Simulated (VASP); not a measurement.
# Ge (P-1) in VASP: single point with PBEsol

Aim: the single point of Ge with PBEsol.

Everything below comes from runs of VASP 6.6.1. Logs are shortened: lines on timing, memory, paths and dates and some standing lists are left out, and cuts for length are marked.

**1. The cell of the first run**

The typed cell holds 2 atoms: a = 4.224 Å, b = 4.439 Å, c = 4.035 Å, α = 60.56°, β = 57.77°, γ = 60.54°.

**2. Single point, PBEsol (atoms moved at random and the cell strained at random)**

The input, INCAR:

```
PREC = Accurate
ENCUT = 520
EDIFF = 1E-6
ISMEAR = 0
SIGMA = 0.15
LREAL = F
LASPH = T
NELM = 60
ALGO = Normal
ISIF = 2
LWAVE = F
LCHARG = T
GGA = PS
LELF = T
LVHAR = T
NBANDS = 21
```

The input, KPOINTS:

```
Automatic mesh
0
Gamma
  10 10 10
```

The input, POSCAR:

```
Ge
1.0
    0.0386935345      2.9769319415      2.9969934424
    3.1005499369     -0.1374766991      3.1731636760
    2.8250864308      2.8776386690      0.1379868071
Ge
2
Direct
    0.5072754515      0.4216495915      0.5215237509
    0.7427245485      0.8283504085      0.7284762491
```

Potentials or basis: VASP PAW PBE potentials, release 64 (Ge_d).

The run is started by

```console
$ cat potpaw_PBE.64/Ge_d/POTCAR > POTCAR
$ mpirun -np 1 vasp_std > vasp.out
```

OUTCAR:

```text
PREC = Accurate
   ENCUT = 520
   EDIFF = 1E-6
   ISMEAR = 0
   LREAL = F
   LASPH = T
   NELM = 60
   ISIF = 2
   GGA = PS

 ion  position               nearest neighbor table
   1  0.507  0.422  0.522-   2 2.18   2 2.68   2 2.69
   2  0.743  0.828  0.728-   1 2.18   1 2.68   1 2.69

  LATTYP: Found a triclinic cell.
 ALAT       =     3.9934650953
 B/A-ratio  =     1.0578292481
 C/A-ratio  =     1.0735251444
 COS(alpha) =     0.0072483613
 COS(beta)  =     0.4445394900
 COS(gamma) =     0.5190392734

  Lattice vectors:

 A1 = (   2.7863928963,  -0.0992932725,  -2.8590066353)
 A2 = (  -0.0386935345,  -2.9769319415,  -2.9969934424)
 A3 = (  -0.2754635061,   3.0151153681,  -3.0351768689)

Analysis of symmetry for initial positions (statically):
=====================================================================
 Subroutine PRICEL returns:
 Original cell was already a primitive cell.

 Routine SETGRP: Setting up the symmetry group for a
 triclinic supercell.

 Subroutine GETGRP returns: Found  2 space group operations
 (whereof  1 operations were pure point group operations)
 out of a pool of  2 trial point group operations.

The static configuration has the point symmetry C_1 .
 The point group associated with its full space group is S_2 .

Analysis of symmetry for dynamics (positions and initial velocities):
=====================================================================
 Subroutine PRICEL returns:
 Original cell was already a primitive cell.

 Routine SETGRP: Setting up the symmetry group for a
 triclinic supercell.

 Subroutine GETGRP returns: Found  2 space group operations
 (whereof  1 operations were pure point group operations)
 out of a pool of  2 trial point group operations.

The dynamic configuration has the point symmetry C_1 .
 The point group associated with its full space group is S_2 .

 Subroutine INISYM returns: Found  2 space group operations
 (whereof  1 operations are pure point group operations),
 and found     1 'primitive' translations

----------------------------------------------------------------------------------------

                                     Primitive cell

  volume of cell :      52.9628

  direct lattice vectors                    reciprocal lattice vectors
     0.038693535  2.976931942  2.996993442    -0.172766170  0.161181412  0.175795794
     3.100549937 -0.137476699  3.173163676     0.155080158 -0.159761542  0.156689912
     2.825086431  2.877638669  0.137986807     0.186136308  0.173131680 -0.174375924

  length of vectors
     4.224404179  4.438612111  4.034966916     0.294502561  0.272259681  0.308266552

  position of ions in fractional coordinates (direct lattice)
     0.507275451  0.421649591  0.521523751
     0.742724548  0.828350409  0.728476249

  ion indices of the primitive-cell ions
   primitive index   ion index
                 1           1
                 2           2

----------------------------------------------------------------------------------------

 KPOINTS: Automatic mesh

Automatic generation of k-mesh.
 Grid dimensions read from file:
 generate k-points for:   10   10   10

 Generating k-lattice:

  Cartesian coordinates                     Fractional coordinates (reciprocal lattice)
    -0.017276617  0.016118141  0.017579579     0.100000000  0.000000000 -0.000000000
     0.015508016 -0.015976154  0.015668991     0.000000000  0.100000000  0.000000000
     0.018613631  0.017313168 -0.017437592     0.000000000  0.000000000  0.100000000

  Length of vectors
     0.029450256  0.027225968  0.030826655

  Shift w.r.t. Gamma in fractional coordinates (k-lattice)
     0.000000000  0.000000000  0.000000000

 Subroutine IBZKPT returns following result:
 ===========================================

 Found    504 irreducible k-points:

 Following reciprocal coordinates:
            Coordinates               Weight
  0.000000  0.000000  0.000000      1.000000
  0.100000  0.000000 -0.000000      2.000000
  0.200000  0.000000 -0.000000      2.000000
  0.300000  0.000000  0.000000      2.000000
  0.400000  0.000000 -0.000000      2.000000
  0.500000  0.000000  0.000000      1.000000
[... 16 lines left out ...]
 -0.400000  0.200000  0.000000      2.000000
 -0.300000  0.200000 -0.000000      2.000000
 [... further k-points ...]
   k-points           NKPTS =    504   k-points in BZ     NKDIM =    504   number of bands    NBANDS=     21
   number of dos      NEDOS =    301   number of ions     NIONS =      2
   total plane-waves  NPLWV =  34560
   dimension x,y,z NGX =    32 NGY =   36 NGZ =   30
   dimension x,y,z NGXF=    64 NGYF=   72 NGZF=   60
   ions per type =               2
   NGX,Y,Z   is equivalent  to a cutoff of  12.59, 13.48, 12.36 a.u.
   NGXF,Y,Z  is equivalent  to a cutoff of  25.19, 26.97, 24.72 a.u.
 SYSTEM =  unknown system
   PREC   = accura    normal or accurate (medium, high low for compatibility)
   ISTART =      0    job   : 0-new  1-cont  2-samecut
   ICHARG =      2    charge: 1-file 2-atom 10-const
   ISPIN  =      1    spin polarized calculation?
   LNONCOLLINEAR =      F non collinear calculations
   LSORBIT =      F    spin-orbit coupling
   LASPH  =      T    aspherical Exc in radial PAW
   ENCUT  =  520.0 eV  38.22 Ry    6.18 a.u.   7.85  8.25  7.50*2*pi/ulx,y,z
   NELM   =     60;   NELMIN=  2; NELMDL= -5     # of ELM steps
   EDIFF  = 0.1E-05   stopping-criterion for ELM
   LREAL  =      F    real-space projection
   EDIFFG = 0.1E-04   stopping-criterion for IOM
   NSW    =      0    number of steps for IOM
   IBRION =     -1    ionic relax: 0-MD 1-quasi-New 2-CG
   NFREE  =      0    steps in history (QN), initial steepest desc. (CG)
   ISIF   =      2    stress and relaxation
   ISYM   =      2    0-nonsym 1-usesym 2-fastsym
   POTIM  = 0.5000    time-step for ionic-motion
   TEBEG  =    0.0;   TEEND  =   0.0 temperature during run
   PSTRESS=    0.0 pullay stress
   NELECT =      28.0000    total number of electrons
   NUPDOWN=      -1.0000    fix difference up-down
   EMIN   =  10.00;   EMAX   =-10.00  energy-range for DOS
   EFERMI =   0.00;   METHOD = LEGACY
   ISMEAR =     0;   SIGMA  =   0.15  broadening in eV -4-tet -1-fermi 0-gaus
   EFERMI_NEDOS =   21; number of points for ismear=-14 and -15
   IALGO  =     38    algorithm
   IMIX   =      4    mixing-type and parameters
     AMIX     =   0.40;   BMIX     =  1.00
     AMIX_MAG =   1.60;   BMIX_MAG =  1.00
  volume/ion in A,a.u.               =      26.48       178.71
  Fermi-wavevector in a.u.,A,eV,Ry     =   1.323743  2.501512 23.841434  1.752296
  Thomas-Fermi vector in A             =   2.453329
   LORBIT       =      0    0 simple, 1 ext, 2 COOP (PROOUT), +10 PAW based schemes
   GGA     = PS    functional components
   LHFCALC =     F    Hartree Fock is set to
   AEXX    =    0.0000 exact exchange contribution
   IVDW    =     0    specifies the selected vdW correction
   LEPSILON=     F    determine dielectric tensor
   LRPA    =     F    only Hartree local field effects (RPA)
 non-spin polarized calculation
 Gauss-broadening in eV      SIGMA  =   0.15
  energy-cutoff  :      520.00
  volume of cell :       52.96
 maximum number of plane-waves:      1452
   NGX = 15   NGY = 17   NGZ = 15

 number of electron      27.9999997 magnetization

 Free energy of the ion-electron system (eV)
  ---------------------------------------------------
  ext. energy  EPLUGINS =         0.00000000
  ---------------------------------------------------
  free energy    TOTEN  =        -8.48204188 eV

  energy without entropy =       -8.47255892  energy(sigma->0) =       -8.47730040

 E-fermi :   3.3241     XC(G=0):  -9.4857

 val. band max:        3.3240526900   @ k =   0.4000  -0.0000   0.3000
 cond. band min:       3.3264017700   @ k =   0.2000  -0.2000   0.1000
 fundamental gap:      0.0023490801
 Fermi energy:         3.3240663389

 k-point     1 :       0.0000    0.0000    0.0000
  band No.  band energies     occupation
      1     -21.5867      2.00000
      2     -21.3955      2.00000
      3     -21.3665      2.00000
      4     -21.3203      2.00000
      5     -21.3112      2.00000
      6     -21.2512      2.00000
[... 13 lines left out ...]
     20      12.4422      0.00000
     21      12.5276      0.00000

 k-point     2 :       0.1000    0.0000   -0.0000
  band No.  band energies     occupation
      1     -21.5888      2.00000
      2     -21.3957      2.00000
      3     -21.3731      2.00000
      4     -21.3203      2.00000
      5     -21.3066      2.00000
      6     -21.2525      2.00000
[... 13 lines left out ...]
     20      11.9437      0.00000
     21      12.1706      0.00000

 k-point     3 :       0.2000    0.0000   -0.0000
  band No.  band energies     occupation
      1     -21.5941      2.00000
      2     -21.4015      2.00000
      3     -21.3805      2.00000
      4     -21.3210      2.00000
      5     -21.2985      2.00000
      6     -21.2564      2.00000
[... 13 lines left out ...]
     20      11.4826      0.00000
     21      12.2567      0.00000

 k-point     4 :       0.3000    0.0000    0.0000
  band No.  band energies     occupation
      1     -21.6005      2.00000
      2     -21.4150      2.00000
      3     -21.3783      2.00000
      4     -21.3228      2.00000
      5     -21.2921      2.00000
      6     -21.2611      2.00000
[... 13 lines left out ...]
     20      11.4592      0.00000
     21      12.9436      0.00000

 k-point     5 :       0.4000    0.0000   -0.0000
  band No.  band energies     occupation
      1     -21.6055      2.00000
      2     -21.4260      2.00000
      3     -21.3738      2.00000
      4     -21.3255      2.00000
      5     -21.2885      2.00000
      6     -21.2643      2.00000
[... 13 lines left out ...]
     20      12.4495      0.00000
     21      13.2526      0.00000

 k-point     6 :       0.5000    0.0000    0.0000
  band No.  band energies     occupation
      1     -21.6074      2.00000
      2     -21.4300      2.00000
      3     -21.3716      2.00000
      4     -21.3269      2.00000
      5     -21.2873      2.00000
      6     -21.2654      2.00000
[... 13 lines left out ...]
     20      11.9481      0.00000
     21      13.5804      0.00000

 k-point     7 :       0.0000    0.1000    0.0000
  band No.  band energies     occupation
      1     -21.5915      2.00000
      2     -21.4000      2.00000
      3     -21.3829      2.00000
      4     -21.3114      2.00000
      5     -21.2995      2.00000
      6     -21.2584      2.00000
[... 13 lines left out ...]
     20      11.5289      0.00000
     21      12.3212      0.00000
[... 291 lines left out ...]
      1     -21.5968      2.00000
      2     -21.4055      2.00000
      3     -21.3770      2.00000
      4     -21.3118      2.00000
      5     -21.3075      2.00000
      6     -21.2444      2.00000
[... 13 lines left out ...]
     20      12.6869      0.00000
     21      13.9456      0.00000

 k-point    21 :       0.4000    0.2000   -0.0000
  band No.  band energies     occupation
      1     -21.6020      2.00000
      2     -21.4023      2.00000
      3     -21.3935      2.00000
      4     -21.3107      2.00000
      5     -21.3063      2.00000
      6     -21.2455      2.00000
[... 13 lines left out ...]
     20      13.5985      0.00000
     21      14.6461      0.00000

 k-point    22 :       0.5000    0.2000    0.0000
  band No.  band energies     occupation
      1     -21.6085      2.00000
      2     -21.4140      2.00000
      3     -21.3996      2.00000
      4     -21.3100      2.00000
      5     -21.3010      2.00000
      6     -21.2501      2.00000
[... 13 lines left out ...]
     20      13.8270      0.00000
     21      14.8969      0.00000

 k-point    23 :      -0.4000    0.2000    0.0000
  band No.  band energies     occupation
      1     -21.6140      2.00000
      2     -21.4298      2.00000
      3     -21.3992      2.00000
      4     -21.3069      2.00000
      5     -21.2966      2.00000
      6     -21.2548      2.00000
[... 13 lines left out ...]
     20      12.6295      0.00000
     21      14.0843      0.00000

 k-point    24 :      -0.3000    0.2000   -0.0000
  band No.  band energies     occupation
      1     -21.6165      2.00000
      2     -21.4377      2.00000
      3     -21.4011      2.00000
      4     -21.3013      2.00000
      5     -21.2928      2.00000
      6     -21.2595      2.00000
[... 13 lines left out ...]
     20      12.3202      0.00000
     21      12.5948      0.00000

 [... further k-points ...]

------------------------ aborting loop because EDIFF is reached ----------------------------------------

  FORCE on cell =-STRESS in cart. coord.  units (eV):
  Direction    XX          YY          ZZ          XY          YZ          ZX
  --------------------------------------------------------------------------------------
  -------------------------------------------------------------------------------------
  Total       -0.1455773     -0.1485775     -1.0476945     -1.7257890     -1.7334279      1.0086146
  in kB       -4.4038537     -4.4946138    -31.6937709    -52.2067834    -52.4378678     30.5115671
  external PRESSURE =     -13.5307461 kB  Pullay stress =       0.0000000 kB

 VOLUME and BASIS-vectors are now :
 -----------------------------------------------------------------------------
  energy-cutoff  :      520.00
  volume of cell :       52.96
      direct lattice vectors                 reciprocal lattice vectors
     0.038693535  2.976931942  2.996993442    -0.172766170  0.161181412  0.175795794
     3.100549937 -0.137476699  3.173163676     0.155080158 -0.159761542  0.156689912
     2.825086431  2.877638669  0.137986807     0.186136308  0.173131680 -0.174375924

 POSITION                                       TOTAL-FORCE (eV/Angst)
 -----------------------------------------------------------------------------------
      2.80032      2.95291      2.93023         2.706670     -2.572813      2.688450
      4.65509      4.19345      4.95495        -2.706670      2.572813     -2.688450
 -----------------------------------------------------------------------------------
    total drift:                                0.000000     -0.000000      0.000000

  FREE ENERGIE OF THE ION-ELECTRON SYSTEM (eV)
  ---------------------------------------------------
  free  energy   TOTEN  =        -8.4820418849 eV

  energy  without entropy=       -8.4725589189  energy(sigma->0) =       -8.47730040
```

Run time: 4.2 min. Hardware: 1 thread of AMD EPYC 9R45 (Zen 5), shared host; peak memory 0.49 GiB.

What came out:

```yaml
Free_energy: -8.4820 eV
Pressure: -1.4 GPa
Largest_force: 4.601 eV/Å
Band_gap_on_the_k_mesh: zero (band 14 reaches 4.46 eV, above the bottom of band 15 at 2.46 eV)
```

Forces in eV/Å, atoms in the order of the input:
```
Ge   2.707 -2.573  2.688
Ge  -2.707  2.573 -2.688
```

Caveat: the cell differs from its parent crystal (atoms moved at random and the cell strained at random); the PAW data sets were made with another functional, which shifts forces and pressure a little.
